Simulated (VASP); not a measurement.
# Al2O3: single point with PBEsol

Al2O3:

```xyz
5
Lattice="3.0702 0.0000 0.0000 -1.5351 2.6589 0.0000 0.0000 0.0000 7.7070" Properties=species:S:1:pos:R:3 pbc="T T T"
Al    0.0000    0.0000    2.1422
Al    0.0000    0.0000    5.5648
O     0.0000    1.7726    1.5372
O     1.5351    0.8863    6.1698
O     0.0000    0.0000    3.8535
```

- Program: VASP 6.6.1
- Task: single point
- Functional: PBEsol
- Potentials or basis: VASP PAW PBE potentials, release 64 (Al, O)
- Cutoff: 520 eV
- k mesh: 12 × 12 × 4
- Occupations: gaussian, width 0.01 eV
- Spin: no spin polarisation
- Dipole correction: no
- Further INCAR settings: ALGO = Normal; EDIFF = 1e-07; NBANDS = 20

```
Pressure               : -10.8 GPa
Largest force          : 0.565 eV/Å
Band gap on the k mesh : 1.84 eV, direct
```

Forces in eV/Å, atoms in the order of the input:
```
Al   0.000  0.000  0.552
Al   0.000  0.000 -0.552
O    0.000  0.000  0.565
O    0.000  0.000 -0.565
O    0.000  0.000  0.000
```

Stress tensor (GPa, compression positive):
```
-10.55   0.00   0.00
  0.00 -10.55   0.00
  0.00   0.00 -11.23
```

Levels at points of the mesh, in eV from the valence-band top:
```
           k point  band 10  band 11  band 12  band 13  band 14  band 15
(0.00, 0.00, 0.00)    -2.30     0.00     0.00     1.84     3.77     6.91
(0.50, 0.00, 0.00)    -3.03    -1.69    -0.45     4.33     5.81     7.63
(0.00, 0.00, 0.50)    -3.03     0.00     0.00     2.80     2.82     7.63
(0.50, 0.00, 0.50)    -3.24    -1.63    -0.45     4.72     5.28     7.52
```

Run time: 2.4 min on 1 thread of AMD EPYC 7R13 (shared host), peak memory 0.18 GiB.

Caveat: the PAW data sets were made with another functional, which shifts forces and pressure a little. A k mesh can miss the band edges.
